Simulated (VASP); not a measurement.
Input of a VASP 6.6.1 run:

File INCAR:

```
SYSTEM = Mn
  PREC = Accurate
  ENCUT = 520
  EDIFF = 1E-6
  ISMEAR = -1
  SIGMA = 0.05
  LREAL = .False.
  LASPH = .True.
  NELM = 150
  ALGO = Normal
  ISIF = 2
  LWAVE = .False.
  LCHARG = .True.
  ISPIN = 2
  MAGMOM = 2.479 -2.479
  LORBIT = 11
  LMAXMIX = 4
  GGA = RE
  LELF = .True.
  LVHAR = .True.
  NBANDS = 24
```

File KPOINTS:

```
regular mesh
0
Gamma
  13 13 13
  0 0 0
```

POSCAR

```
Mn
1.0
    0.0000000000      2.4749217231      2.4749217231
    2.4749217231      0.0000000000      2.4749217231
    2.4749217231      2.4749217231      0.0000000000
Mn
2
Direct
    0.0000000000      0.0000000000      0.0000000000
    0.5000000000      0.5000000000      0.5000000000
```

Potentials or basis: VASP PAW PBE potentials, release 64 (Mn_pv).

Run with:

```bash
$ cat potpaw_PBE.64/Mn_pv/POTCAR > POTCAR
$ mpirun -np 1 vasp_std > vasp.out
```

Q: Estimate the net moment.

A: 0.00 μB per cell.

Q: Predict the band gap on the k mesh.

A: Zero (filled and empty bands overlap).

Q: Predict the site moments.

A: Mn +2.89, -2.89 μB.

Caveat: the cell stands under tension; the antiferromagnetic order is the one typed at the start, and another may lie lower.
